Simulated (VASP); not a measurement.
# Sr (I4/mmm) in VASP: further runs, part 2 of 2

VASP 6.6.1.

## (5) Single point, PBEsol (strain +0.050 along x and y, -0.050 along z)

INCAR reads:

```
SYSTEM = Sr
PREC = Accurate
ENCUT = 520
EDIFF = 1E-7
ISMEAR = 0
SIGMA = 0.03
LREAL = .False.
LASPH = .True.
NELM = 100
ALGO = Normal
ISIF = 2
LWAVE = .False.
LCHARG = .False.
GGA = PS
NBANDS = 11
```

KPOINTS reads:

```
Automatic mesh
0
Gamma
  10 10 10
  0 0 0
```

POSCAR reads:

```
Sr
1.0
    0.0000000000      3.1944675000      2.8902325000
    3.1944675000      0.0000000000      2.8902325000
    3.1944675000      3.1944675000      0.0000000000
Sr
1
Direct
    0.0000000000      0.0000000000      0.0000000000
```

Potentials or basis: VASP PAW PBE potentials, release 64 (Sr_sv).

Launch:

```
$ cat potpaw_PBE.64/Sr_sv/POTCAR > POTCAR
$ mpirun -np 1 vasp_std > vasp.out
```

OUTCAR:

```text
SYSTEM = Sr
   PREC = Accurate
   ENCUT = 520
   EDIFF = 1E-7
   ISMEAR = 0
   LREAL = .False.
   LASPH = .True.
   NELM = 100
   ISIF = 2
   GGA = PS

 ion  position               nearest neighbor table
   1  0.000  0.000  0.000-

  LATTYP: Found a body centered tetragonal cell.
 ALAT       =     4.5176592631
 C/A-ratio  =     1.2795265564

  Lattice vectors:

 A1 = (   0.0000000000,  -3.1944675000,  -2.8902325000)
 A2 = (   0.0000000000,   3.1944675000,  -2.8902325000)
 A3 = (   3.1944675000,   0.0000000000,   2.8902325000)

[... 507 lines left out ...]
      5       0.1326      2.00000
      6       1.8225      0.00000
      7       2.8850      0.00000
      8       4.2745      0.00000
      9       4.6356      0.00000
     10       5.6944      0.00000
     11       7.2685      0.00000

 [... further k-points ...]
[... 5 lines left out ...]
  --------------------------------------------------------------------------------------
  -------------------------------------------------------------------------------------
  Total       -0.4900542     -0.4900542     -0.4470606      0.0000000      0.0000000      0.0000000
  in kB      -13.3105197    -13.3105197    -12.1427554      0.0000000      0.0000000      0.0000000
  external PRESSURE =     -12.9212649 kB  Pullay stress =       0.0000000 kB

 VOLUME and BASIS-vectors are now :
 -----------------------------------------------------------------------------
  energy-cutoff  :      520.00
  volume of cell :       58.99
      direct lattice vectors                 reciprocal lattice vectors
     0.000000000  3.194467500  2.890232500    -0.156520609  0.156520609  0.172996463
     3.194467500  0.000000000  2.890232500     0.156520609 -0.156520609  0.172996463
     3.194467500  3.194467500  0.000000000     0.156520609  0.156520609 -0.172996463

 POSITION                                       TOTAL-FORCE (eV/Angst)
 -----------------------------------------------------------------------------------
      0.00000      0.00000      0.00000        -0.000000      0.000000      0.000000
 -----------------------------------------------------------------------------------
    total drift:                                0.000000     -0.000000     -0.000000

  FREE ENERGIE OF THE ION-ELECTRON SYSTEM (eV)
  ---------------------------------------------------
  free  energy   TOTEN  =        -1.8052223453 eV

  energy  without entropy=       -1.8041750311  energy(sigma->0) =       -1.80469869
```

OSZICAR:

```text
N       E                     dE             d eps       ncg     rms          rms(c)
DAV:   1     0.356224488661E+02    0.35622E+02   -0.46164E+03  2244   0.770E+02
DAV:   2    -0.115898677577E+00   -0.35738E+02   -0.35056E+02  2608   0.150E+02
DAV:   3    -0.172922420288E+01   -0.16133E+01   -0.15959E+01  3390   0.238E+01
DAV:   4    -0.180469174129E+01   -0.75468E-01   -0.75322E-01  2966   0.456E+00
DAV:   5    -0.180581662529E+01   -0.11249E-02   -0.11248E-02  3227   0.507E-01    0.111E+01
DAV:   6    -0.180543794962E+01    0.37868E-03   -0.64612E-03  2729   0.910E-01    0.619E+00
DAV:   7    -0.180520069726E+01    0.23725E-03   -0.11568E-02  2676   0.118E+00    0.264E-01
DAV:   8    -0.180519549197E+01    0.52053E-05   -0.12137E-03  3524   0.206E-01    0.535E-02
DAV:   9    -0.180521384050E+01   -0.18349E-04   -0.18404E-05  2756   0.308E-02    0.271E-02
DAV:  10    -0.180522272919E+01   -0.88887E-05   -0.36620E-06  2708   0.179E-02    0.349E-03
DAV:  11    -0.180522242986E+01    0.29933E-06   -0.25882E-07  2885   0.401E-03    0.359E-03
DAV:  12    -0.180522234535E+01    0.84515E-07   -0.55504E-08  1725   0.137E-03
   1 F= -.18052223E+01 E0= -.18046987E+01  d E =-.104731E-02
```

Run time: 18 s. Hardware: 1 thread of Intel Xeon 6975P-C (Granite Rapids), shared host; peak memory 0.22 GiB.

Results:

- Free energy: -1.8052 eV
- Pressure: -1.3 GPa
- Band gap on the k mesh: zero (bands 5 and 6 overlap by 0.10 eV)

Caveat: the cell differs from its parent crystal (strain +0.050 along x and y, -0.050 along z); the PAW data sets were made with another functional, which shifts forces and pressure a little.

## (6) Single point, PBEsol (strain +0.050 along x and y, -0.025 along z)

INCAR reads:

```
PREC = Accurate
ENCUT = 520
EDIFF = 1E-7
ISMEAR = 0
SIGMA = 0.03
LREAL = False
LASPH = True
NELM = 80
ALGO = Normal
ISIF = 2
LWAVE = False
LCHARG = True
GGA = PS
LELF = True
LVHAR = True
NBANDS = 11
```

KPOINTS reads:

```
regular mesh
0
Gamma
  10 10 10
```

POSCAR reads:

```
Sr
1.0
    0.0000000000      3.1944675000      2.9662912500
    3.1944675000      0.0000000000      2.9662912500
    3.1944675000      3.1944675000      0.0000000000
Sr
1
Direct
    0.0000000000      0.0000000000      0.0000000000
```

Potentials or basis: VASP PAW PBE potentials, release 64 (Sr_sv).

Launch:

```
$ cat potpaw_PBE.64/Sr_sv/POTCAR > POTCAR
$ mpirun -np 1 vasp_std > vasp.out
```

Wall time 19 s (1 thread of Intel Xeon 6975P-C (Granite Rapids), shared host); peak memory 0.22 GiB.

Results (log left out):

* Free energy: -1.7928 eV
* Pressure: -1.5 GPa
* Band gap on the k mesh: zero (bands 5 and 6 overlap by 0.12 eV)

Stress tensor (GPa, compression positive):
```
-1.50  0.00  0.00
 0.00 -1.50  0.00
 0.00  0.00 -1.35
```

Levels at points of the mesh, in eV from the Fermi level:
```
           k point  band 2  band 3  band 4  band 5  band 6  band 7  band 8  band 9
(0.00, 0.00, 0.00)  -18.67  -18.67  -18.67   -3.53    2.11    2.11    2.45    3.25
(0.50, 0.00, 0.00)  -18.81  -18.70  -18.68   -1.10   -0.04    1.85    2.31    4.31
(0.50, 0.50, 0.00)  -18.80  -18.74  -18.74   -0.42    0.29    1.26    4.46    4.48
(0.50, 0.00, 0.50)  -18.80  -18.73  -18.71   -0.64    0.46    0.66    4.32    4.54
```

Caveat: the cell differs from its parent crystal (strain +0.050 along x and y, -0.025 along z); the PAW data sets were made with another functional, which shifts forces and pressure a little.

## (7) Single point, PBEsol (strain +0.050 along x and y, +0.000 along z)

INCAR reads:

```
SYSTEM = Sr
PREC = Accurate
ENCUT = 520
EDIFF = 1E-6
ISMEAR = 0
SIGMA = 0.03
LREAL = .FALSE.
LASPH = .TRUE.
NELM = 100
ALGO = Fast
ISIF = 2
LWAVE = .FALSE.
LCHARG = .FALSE.
GGA = PS
NBANDS = 11
```

KPOINTS reads:

```
regular mesh
0
G
  10 10 10
  0 0 0
```

POSCAR reads:

```
Sr
1.0
    0.0000000000      3.1944675000      3.0423500000
    3.1944675000      0.0000000000      3.0423500000
    3.1944675000      3.1944675000      0.0000000000
Sr
1
Direct
    0.0000000000      0.0000000000      0.0000000000
```

Launch:

```
$ cat potpaw_PBE.64/Sr_sv/POTCAR > POTCAR
$ mpirun -np 1 vasp_std > vasp.out
```

Wall time 26 s (1 thread of Intel Xeon 6975P-C (Granite Rapids), shared host); peak memory 0.24 GiB.

It converged, with:

```yaml
Free_energy: -1.7790 eV
Pressure: -1.6 GPa
Band_gap_on_the_k_mesh: zero (bands 5 and 6 overlap by 0.14 eV)
```

Stress tensor (GPa, compression positive):
```
-1.64  0.00  0.00
 0.00 -1.64  0.00
 0.00  0.00 -1.51
```

Levels at points of the mesh, in eV from the Fermi level:
```csv
k point,band 1,band 2,band 3,band 4,band 5,band 6,band 7,band 8,band 9,band 10
"(0.00, 0.00, 0.00)",-36.81,-18.73,-18.73,-18.72,-3.48,2.11,2.11,2.34,3.29,3.62
"(0.50, 0.00, 0.00)",-36.80,-18.85,-18.75,-18.74,-1.09,-0.06,1.90,2.20,4.28,4.46
"(0.50, 0.50, 0.00)",-36.80,-18.84,-18.78,-18.78,-0.44,0.34,1.06,4.37,4.50,4.50
"(0.50, 0.00, 0.50)",-36.80,-18.84,-18.77,-18.76,-0.59,0.45,0.68,4.31,4.51,4.83
```

Caveat: the cell differs from its parent crystal (strain +0.050 along x and y, +0.000 along z); the PAW data sets were made with another functional, which shifts forces and pressure a little.

## (8) Overview

| cell | gap on the mesh (eV) | pressure (GPa) |
| --- | --- | --- |
| a = 4.359, b = 4.359, c = 4.195 Å, angles 61.2, 61.2, 57.5°, 1 atom | none | -0.9 |
| a = 4.252, b = 4.252, c = 4.410 Å, angles 58.8, 58.8, 62.5°, 1 atom | none | -0.9 |
| a = 4.304, b = 4.304, c = 4.410 Å, angles 59.2, 59.2, 61.6°, 1 atom | none | -1.1 |
| a = 4.308, b = 4.308, c = 4.518 Å, angles 58.4, 58.4, 63.2°, 1 atom | none | -1.3 |
| a = 4.359, b = 4.359, c = 4.518 Å, angles 58.8, 58.8, 62.4°, 1 atom | none | -1.5 |
| a = 4.411, b = 4.411, c = 4.518 Å, angles 59.2, 59.2, 61.6°, 1 atom | none | -1.6 |

Alike in all rows: task single point; level PBEsol; potentials or basis VASP PAW PBE potentials, release 64 (Sr_sv); no spin polarisation; k mesh 10 × 10 × 10; cutoff (eV) 520; smearing gaussian 0.03 eV.

Caveats: the PAW data sets were made with another functional, which shifts forces and pressure a little.

Total energies depend on the potentials used, so only differences within one code and one set of settings carry meaning.
